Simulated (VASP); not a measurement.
A run of VASP 6.6.1 is set up as follows.

Contents of INCAR:

```
SYSTEM = HfZrS3
  ALGO = Normal
  EDIFF = 1E-6
  ENCUT = 520
  GGA = PE
  ISIF = 2
  ISMEAR = 0
  LASPH = .True.
  LCHARG = .False.
  LREAL = .False.
  LWAVE = .False.
  NBANDS = 28
  NELM = 80
  PREC = Accurate
  SIGMA = 0.1
```

Contents of KPOINTS:

```
k-points
0
Gamma
  4 4 4
  0 0 0
```

File POSCAR:

```
HfZrS3
1.0
    3.9159786400      0.0000000000      0.0000000000
    0.0000000000      3.9159786400      0.0000000000
    0.0000000000      0.0000000000      6.6692633200
Zr Hf S
1 1 3
Direct
    0.0000000000      0.0000000000      0.5384038300
    0.0000000000      0.0000000000      0.1192588600
    0.5000000000      0.0000000000      0.2737279400
    0.0000000000      0.5000000000      0.2737279400
    0.5000000000      0.5000000000      0.4421051600
```

Potentials or basis: VASP PAW PBE potentials, release 64 (Zr_sv, Hf_pv, S).

Launch:

```bash
$ cat potpaw_PBE.64/Zr_sv/POTCAR potpaw_PBE.64/Hf_pv/POTCAR potpaw_PBE.64/S/POTCAR > POTCAR
$ mpirun -np 1 vasp_std > vasp.out
```

(1) What does it give for the largest force?

(2) What does it give for the band gap on the k mesh?

(3) What does it give for the pressure?

Results:

(1) 8.874 eV/Å.

(2) zero (bands 20 and 21 overlap by 0.61 eV).

(3) 33.1 GPa.

Caveat: the k points lie up to 0.40 Å⁻¹ apart, too coarse for converged energies and pressures of a metal; spin-orbit coupling is left out, which moves the levels of the heavy elements; forces of over 1 eV/Å act on the atoms, so gaps and moduli don't describe the material at rest.
